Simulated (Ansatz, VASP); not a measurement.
## Two plane-wave programs on BN

Contents of POSCAR:

```
BN
1.0
    2.8795904600      0.0000000000      0.0000000000
   -1.4397952300      2.4937984908      0.0000000000
    0.0000000000      0.0000000000      6.6612000000
B N
2 2
Direct
    0.3333333333      0.6666666667      0.2500000000
    0.6666666667      0.3333333333      0.7500000000
    0.3333333333      0.6666666667      0.7500000000
    0.6666666667      0.3333333333      0.2500000000
```

The input INCAR.step1:

```
PREC = Accurate ; ENCUT = 520
ISMEAR = 0 ; SIGMA = 0.05
LREAL = F ; LASPH = T
NELM = 60 ; NBANDS = 16
GGA = PE ; ALGO = Normal
EDIFF = 1E-4 ; LWAVE = T
LCHARG = F
```

Contents of INCAR.step2:

```
PREC = Accurate ; ENCUT = 520
EDIFF = 1E-6 ; ISMEAR = 0
SIGMA = 0.05 ; LREAL = F
LASPH = T ; NELM = 60
ALGO = Normal ; ISIF = 2
LWAVE = F ; LCHARG = F
METAGGA = R2SCAN ; LMIXTAU = T
NBANDS = 16 ; ISTART = 1
```

KPOINTS

```
Automatic mesh
0
Gamma
  12 12 4
```

Input for Ansatz:

```yaml
crystal:
  lattice:
    - [2.87959046, 0.0, 0.0]
    - [-1.43979523, 2.4937984908, 0.0]
    - [0.0, 0.0, 6.6612]
  atoms:
    - { symbol: B, position: [0.3333333333, 0.6666666667, 0.25] }
    - { symbol: B, position: [0.6666666667, 0.3333333333, 0.75] }
    - { symbol: "N", position: [0.3333333333, 0.6666666667, 0.75] }
    - { symbol: "N", position: [0.6666666667, 0.3333333333, 0.25] }
basis:
  ecutwfc: 500
kpoints:
  mp_grid: { grid: [12, 12, 4] }
hamiltonian:
  xc: r2scan
scf:
  occupations: { method: gaussian, width: 0.05 }
output:
  forces: true
  stress: true
  eigenvalues: true
```

Change from the starting cell: strain +0.1500 x Voigt [1, 1, 0, 0, 0, 0], atoms carried along.

Alike in both runs: task single point; functional r2SCAN; k mesh 12 × 12 × 4; occupations gaussian, width 0.05 eV; no spin polarisation.

|  | VASP | Ansatz |
| --- | --- | --- |
| version | VASP 6.6.1 | Ansatz 0.2.0 |
| potentials or method | VASP PAW PBE potentials, release 64 (B, N), cutoff 520 eV | scalar-relativistic, plane waves, PAW |
| valence electrons in the cell | 16 | 16 |

|  | VASP | Ansatz | Ansatz less VASP |
| --- | --- | --- | --- |
| gap on the k mesh at the Fermi level (eV) | 4.00 | 3.99 | -0.012 |
| least direct gap on the mesh (eV) | 4.16 | 4.15 | -0.011 |
| pressure (GPa) | -54.9 | -54.9 | -0.03 |
| traceless stress, the component that is largest in VASP (GPa) | 54.45 | 54.63 | +0.182 |

VASP's potentials were made for PBE, not for r2SCAN. Both programs put the cell under strong tension, so it lies far from rest at this level.

Noted on VASP's run: the cell as given lies far from equilibrium.
